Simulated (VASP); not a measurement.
Write the native input for VASP 6.6.1 that does the following.

| Item | Value |
| --- | --- |
| Task | single point |
| Functional | r2SCAN |
| Potentials or basis | VASP PAW PBE potentials, release 64 (In_d, H, O) |
| Cutoff | 520 eV |
| k mesh | 3 × 3 × 3 |
| Occupations | gaussian, width 0.01 eV |
| Spin | no spin polarisation |
| Dipole correction | no |
| Further INCAR settings | LREAL = Auto; ALGO = Normal; EDIFF = 1e-07; NBANDS = 66 |

InHO2:

```xyz
16
Lattice="5.3935 0.0000 0.0000 0.0000 5.3935 0.0000 0.0000 0.0000 5.3935" Properties=species:S:1:pos:R:3 pbc="T T T"
In    2.6968    2.6968    0.0000
In    2.6968    0.0000    2.6968
In    0.0000    2.6968    2.6968
In    0.0000    0.0000    0.0000
H     0.0000    0.0000    2.6968
H     0.0000    2.6968    0.0000
H     2.6968    0.0000    0.0000
H     2.6968    2.6968    2.6968
O     0.7014    4.6921    1.9954
O     4.6921    1.9954    0.7014
O     1.9954    0.7014    4.6921
O     3.3981    3.3981    3.3981
O     4.6921    0.7014    3.3981
O     0.7014    3.3981    4.6921
O     3.3981    4.6921    0.7014
O     1.9954    1.9954    1.9954
```

The input as run:

POSCAR

```
InHO2
1.0
    5.3935100000      0.0000000000      0.0000000000
    0.0000000000      5.3935100000      0.0000000000
    0.0000000000      0.0000000000      5.3935100000
In H O
4 4 8
Direct
    0.5000000000      0.5000000000      0.0000000000
    0.5000000000      0.0000000000      0.5000000000
    0.0000000000      0.5000000000      0.5000000000
    0.0000000000      0.0000000000      0.0000000000
    0.0000000000      0.0000000000      0.5000000000
    0.0000000000      0.5000000000      0.0000000000
    0.5000000000      0.0000000000      0.0000000000
    0.5000000000      0.5000000000      0.5000000000
    0.1300400000      0.8699600000      0.3699600000
    0.8699600000      0.3699600000      0.1300400000
    0.3699600000      0.1300400000      0.8699600000
    0.6300400000      0.6300400000      0.6300400000
    0.8699600000      0.1300400000      0.6300400000
    0.1300400000      0.6300400000      0.8699600000
    0.6300400000      0.8699600000      0.1300400000
    0.3699600000      0.3699600000      0.3699600000
```

INCAR.step1

```
SYSTEM = InHO2
ALGO = Normal
EDIFF = 1E-4
ENCUT = 520
GGA = PE
ISMEAR = 0
LASPH = .True.
LCHARG = .False.
LREAL = Auto
LWAVE = .True.
NBANDS = 66
NELM = 60
PREC = Accurate
SIGMA = 0.01
```

INCAR.step2

```
SYSTEM = InHO2
ALGO = Normal
EDIFF = 1E-7
ENCUT = 520
ISIF = 2
ISMEAR = 0
ISTART = 1
LASPH = .True.
LCHARG = .False.
LMIXTAU = .True.
LREAL = Auto
LWAVE = .False.
METAGGA = R2SCAN
NBANDS = 66
NELM = 60
PREC = Accurate
SIGMA = 0.01
```

KPOINTS

```
k-points
0
Gamma
  3 3 3
  0 0 0
```

Potentials or basis: VASP PAW PBE potentials, release 64 (In_d, H, O).

The run is started by

```console
$ cat potpaw_PBE.64/In_d/POTCAR potpaw_PBE.64/H/POTCAR potpaw_PBE.64/O/POTCAR > POTCAR
$ cp INCAR.step1 INCAR
$ mpirun -np 1 vasp_std > vasp.out
$ cp INCAR.step2 INCAR
$ mpirun -np 1 vasp_std > vasp.out
```

It gave:

```json
{"Pressure": "-6.2 GPa", "Largest force": "0.036 eV/Å", "Band gap on the k mesh": "2.12 eV, direct"}
```

Caveat: the PAW data sets were made with another functional, which shifts forces and pressure a little; spin-orbit coupling is left out, which moves the levels of the heavy elements.

Run time: 4.9 min on 1 thread of AMD EPYC 7R43 64-Core Processor (Zen 3), with other jobs on the host, peak memory 0.24 GiB.
